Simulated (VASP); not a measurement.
# Si6C in VASP: notebook, part 2 of 2

VASP 6.6.1. The steps go on from the part before.

## 3. Single point, PBE, collinear spin

INCAR reads:

```
PREC = Accurate ; ENCUT = 520
EDIFF = 1E-7 ; ISMEAR = 0
SIGMA = 0.05 ; LREAL = F
LASPH = T ; NELM = 150
ALGO = Normal ; ISIF = 2
LWAVE = F ; LCHARG = T
ISPIN = 2 ; MAGMOM = 0 0 0 0 0 0 2
LORBIT = 11 ; LDIPOL = T
IDIPOL = 3 ; DIPOL = 0.5 0.5 0.329
GGA = PE ; LELF = T
LVHAR = T ; LVACPOTAV = T
NBANDS = 27
```

KPOINTS reads:

```
Automatic mesh
0
Gamma
  7 5 1
```

POSCAR reads:

```
Si6C
1.0
    3.8675355695      0.0000000000      0.0000000000
    0.0000000000      5.4695212554      0.0000000000
    0.0000000000      0.0000000000     19.2238421873
Si C
6 1
Direct
    0.5000000000      0.0000000000      0.2080749499
    0.0000000000      0.2500000000      0.2080749499
    0.0000000000      0.5024402184      0.3062861000
    0.5000000000      0.7475597816      0.3062861000
    0.5000000000      0.0098635014      0.4017845190
    0.0000000000      0.2401364986      0.4017845190
    0.6666666667      0.1765301681      0.4688603365
```

Potentials or basis: VASP PAW PBE potentials, release 64 (Si, C).

Run with:

```bash
> cat potpaw_PBE.64/Si/POTCAR potpaw_PBE.64/C/POTCAR > POTCAR
> mpirun -np 1 vasp_std > vasp.out
```

Run time: 6.5 min. Hardware: 1 thread of AMD EPYC 9R45 (Zen 5), shared host; peak memory 0.72 GiB.

The run converged. Its results:

```
Free energy                                           : -34.4103 eV
Largest force                                         : 3.224 eV/Å
Net moment                                            : 0.21 μB per cell
Site moments                                          : Si -0.07, +0.12, -0.01, +0.02, -0.00, +0.01; C +0.01 μB
Valence electrons inside the program's atomic spheres : Si 1.63, 1.68, 1.76 (each value once); C 2.32
```

Forces in eV/Å, atoms in the order of the input:
```
Si  -0.103  0.600  0.183
Si   0.158 -0.603  0.119
Si   0.152  0.360 -0.079
Si   0.107 -0.291 -0.356
Si  -2.403 -1.863 -1.072
Si   0.522  0.370  1.180
C    1.568  1.428  0.024
```

Levels at points of the mesh, in eV from the Fermi level:
Spin up:
```
           k point  band 11  band 12  band 13  band 14  band 15  band 16  band 17  band 18
(0.00, 0.00, 0.00)    -1.98    -1.59    -0.59    -0.11     0.32     0.59     1.39     2.65
```
Spin down:
```tsv
k point	band 10	band 11	band 12	band 13	band 14	band 15	band 16	band 17	band 18	band 19
(0.00, 0.00, 0.00)	-2.23	-1.92	-1.55	-0.56	-0.12	0.33	0.77	1.41	2.64	2.83
```

## 4. Single point, PBE, collinear spin

INCAR reads:

```
  PREC = Accurate
  ENCUT = 520
  EDIFF = 1E-7
  ISMEAR = 0
  SIGMA = 0.05
  LREAL = F
  LASPH = T
  NELM = 150
  ALGO = Normal
  ISIF = 2
  LWAVE = F
  LCHARG = T
  ISPIN = 2
  MAGMOM = 0 0 0 0 0 0 2
  LORBIT = 11
  LDIPOL = T
  IDIPOL = 3
  DIPOL = 0.5 0.5 0.331
  GGA = PE
  LELF = T
  LVHAR = T
  LVACPOTAV = T
  NBANDS = 27
```

KPOINTS reads:

```
regular mesh
0
Gamma
  7 5 1
```

Edit POSCAR of step 3 so:

```diff
@@ -14,2 +14,2 @@
     0.0000000000      0.2401364986      0.4017845190
-    0.6666666667      0.1765301681      0.4688603365
+    0.6666666667      0.0098635014      0.4880735576
```

Run with:

```bash
> cat potpaw_PBE.64/Si/POTCAR potpaw_PBE.64/C/POTCAR > POTCAR
> mpirun -np 1 vasp_std > vasp.out
```

It took 18 min on 1 thread of Intel Xeon Platinum 8259CL at 2.50GHz (Skylake/Cascade Lake), shared host; peak memory 0.75 GiB.

The run converged. Its results:

```
Free energy                                           : -33.0404 eV
Largest force                                         : 1.710 eV/Å
Net moment                                            : 0.12 μB per cell
Site moments                                          : Si -0.14, -0.04, -0.01, +0.00, +0.02 (each value once); C +0.30 μB
Valence electrons inside the program's atomic spheres : Si 1.63, 1.67, 1.68, 1.76, 1.64 (each value once); C 2.16
```

Forces on the atoms (eV/Å):
```
Si  -0.098  0.570  0.087
Si   0.068 -0.774  0.139
Si  -0.109  0.221  0.182
Si  -0.047 -0.447 -0.542
Si  -1.398 -0.488 -0.727
Si   0.087  0.091  0.846
C    1.497  0.827  0.014
```

Levels at points of the mesh, in eV from the Fermi level:
Spin up:
```csv
k point,band 10,band 11,band 12,band 13,band 14,band 15,band 16,band 17,band 18,band 19
"(0.00, 0.00, 0.00)",-1.74,-1.54,-0.95,-0.48,-0.18,0.10,1.02,1.37,1.81,2.79
```
Spin down:
```csv
k point,band 10,band 11,band 12,band 13,band 14,band 15,band 16,band 17,band 18,band 19
"(0.00, 0.00, 0.00)",-1.73,-1.49,-0.60,-0.49,0.05,0.18,0.87,1.45,1.93,2.78
```

## 5. Single point, PBE, collinear spin

INCAR reads:

```
ALGO = Normal
DIPOL = 0.5 0.5 0.330
EDIFF = 1E-6
ENCUT = 520
GGA = PE
IDIPOL = 3
ISIF = 2
ISMEAR = 0
ISPIN = 2
LASPH = True
LCHARG = False
LDIPOL = True
LORBIT = 11
LREAL = False
LWAVE = False
MAGMOM = 0 0 0 0 0 0 2
NBANDS = 27
NELM = 150
PREC = Accurate
SIGMA = 0.05
```

KPOINTS reads:

```
k-points
0
Gamma
  7 5 1
```

Edit POSCAR of step 4 so:

```diff
@@ -14,2 +14,2 @@
     0.0000000000      0.2401364986      0.4017845190
-    0.6666666667      0.0098635014      0.4880735576
+    0.6666666667      0.8431968348      0.4772835700
```

Potentials or basis: VASP PAW PBE potentials, release 64 (Si, C).

Run with:

```bash
> cat potpaw_PBE.64/Si/POTCAR potpaw_PBE.64/C/POTCAR > POTCAR
> mpirun -np 1 vasp_std > vasp.out
```

OUTCAR:

```text
EDIFF = 1E-6
   ENCUT = 520
   GGA = PE
   ISIF = 2
   ISMEAR = 0
   ISPIN = 2
   LASPH = True
   LORBIT = 11
   LREAL = False
   NELM = 150
   PREC = Accurate

 ion  position               nearest neighbor table
   1  0.500  0.000  0.208-   4 2.34   2 2.37   2 2.37
   2  0.000  0.250  0.208-   3 2.34   1 2.37   1 2.37
   3  0.000  0.502  0.306-   6 2.33   2 2.34   4 2.35   4 2.35
   4  0.500  0.748  0.306-   5 2.33   1 2.34   3 2.35   3 2.35
   5  0.500  0.010  0.402-   7 1.83   6 2.31   6 2.31   4 2.33
   6  0.000  0.240  0.402-   5 2.31   5 2.31   3 2.33
   7  0.667  0.843  0.477-   5 1.83

[... 1286 lines left out ...]
      0.00000      1.36738      4.00000        -0.040841     -0.705011      0.210042
      0.00000      2.74811      5.88800        -0.143886      0.143397     -0.052109
      1.93377      4.08879      5.88800         0.064361     -0.314776     -0.603464
      1.93377      0.05395      7.72384        -0.441178      0.001248      0.304966
      0.00000      1.31343      7.72384         0.069466      0.488298      0.099368
      2.57836      4.61188      9.17522         0.460480     -0.214022      0.028668
 -----------------------------------------------------------------------------------
    total drift:                               -0.000001      0.000021     -0.000181

  FREE ENERGIE OF THE ION-ELECTRON SYSTEM (eV)
  ---------------------------------------------------
  free  energy   TOTEN  =       -32.7588163173 eV

  energy  without entropy=      -32.7532662144  energy(sigma->0) =      -32.75604127

 vacuum level on the upper side and lower side of the slab         4.128         2.586

 total charge

# of ion       s       p       d       tot
------------------------------------------
    1        0.796   0.837   0.000   1.633
    2        0.803   0.827   0.000   1.630
    3        0.770   0.904   0.000   1.674
    4        0.781   0.897   0.000   1.677
    5        0.767   0.979   0.000   1.746
    6        0.812   0.834   0.000   1.647
    7        1.010   1.118   0.000   2.129
--------------------------------------------------
tot          5.740   6.396   0.000  12.136

 magnetization (x)

# of ion       s       p       d       tot
------------------------------------------
    1       -0.016  -0.106   0.000  -0.122
    2        0.003   0.026   0.000   0.028
    3       -0.001  -0.006   0.000  -0.006
    4        0.006  -0.003   0.000   0.003
    5       -0.003  -0.021   0.000  -0.025
    6        0.004  -0.039   0.000  -0.036
    7        0.018   0.375   0.000   0.393
--------------------------------------------------
tot          0.010   0.225   0.000   0.235
```

OSZICAR:

```text
N       E                     dE             d eps       ncg     rms          rms(c)
DAV:   1     0.122586789469E+03    0.12259E+03   -0.87260E+03  1944   0.741E+02
DAV:   2    -0.194583969447E+02   -0.14205E+03   -0.13619E+03  2860   0.137E+02
DAV:   3    -0.334399221008E+02   -0.13982E+02   -0.13423E+02  2399   0.397E+01
[... 23 lines left out ...]
DAV:  27    -0.327587623126E+02   -0.13202E-03   -0.32705E-05  2458   0.115E-02    0.298E-03
DAV:  28    -0.327588000869E+02   -0.37774E-04   -0.17775E-05  2514   0.908E-03    0.220E-03
DAV:  29    -0.327588083207E+02   -0.82339E-05   -0.11732E-05  2492   0.776E-03    0.150E-03
DAV:  30    -0.327588150456E+02   -0.67248E-05   -0.67965E-06  2185   0.621E-03    0.885E-04
DAV:  31    -0.327588166224E+02   -0.15768E-05   -0.18425E-06  2024   0.425E-03    0.522E-04
DAV:  32    -0.327588163173E+02    0.30510E-06   -0.10792E-06  1652   0.317E-03
   1 F= -.32758816E+02 E0= -.32756041E+02  d E =-.555010E-02  mag=     0.4303
```

Run time: 15 min. Hardware: 1 thread of Intel Xeon Platinum 8259CL at 2.50GHz (Skylake/Cascade Lake), shared host; peak memory 0.75 GiB.

Results:

```
Free energy                                           : -32.7588 eV
Largest force                                         : 0.737 eV/Å
Net moment                                            : 0.43 μB per cell
Site moments                                          : Si -0.12, +0.03, -0.01, +0.00, -0.03, -0.04; C +0.39 μB
Valence electrons inside the program's atomic spheres : Si 1.63, 1.67, 1.68, 1.75, 1.65 (each value once); C 2.13
```

Forces on the atoms (eV/Å):
```
Si   0.032  0.601  0.013
Si  -0.041 -0.705  0.210
Si  -0.144  0.143 -0.052
Si   0.064 -0.315 -0.603
Si  -0.441  0.001  0.305
Si   0.069  0.488  0.099
C    0.460 -0.214  0.029
```

Levels at points of the mesh, in eV from the Fermi level:
Spin up:
| k point | band 11 | band 12 | band 13 | band 14 | band 15 | band 16 | band 17 | band 18 |
| --- | --- | --- | --- | --- | --- | --- | --- | --- |
| (0.00, 0.00, 0.00) | -1.17 | -0.73 | -0.41 | -0.30 | 0.05 | 0.80 | 1.39 | 1.50 |
Spin down:
```tsv
k point	band 11	band 12	band 13	band 14	band 15	band 16	band 17	band 18
(0.00, 0.00, 0.00)	-1.09	-0.58	-0.41	-0.08	0.63	1.11	1.52	1.66
```

## 6. The runs side by side

| cell | gap on the mesh (eV) | moment (μB) | largest force (eV/Å) |
| --- | --- | --- | --- |
| as given, atomic positions A | none | 0.00 | 5.66 |
| as given, atomic positions B | none | 0.21 | 3.22 |
| as given, atomic positions C | none | 0.12 | 1.71 |
| as given, atomic positions D | none | 0.43 | 0.74 |

Alike in all rows: task single point; level PBE; potentials or basis VASP PAW PBE potentials, release 64 (Si, C); spin collinear; k mesh 7 × 5 × 1; cutoff (eV) 520; smearing gaussian 0.05 eV.

Absolute energies hang on the potentials; compare differences alone.
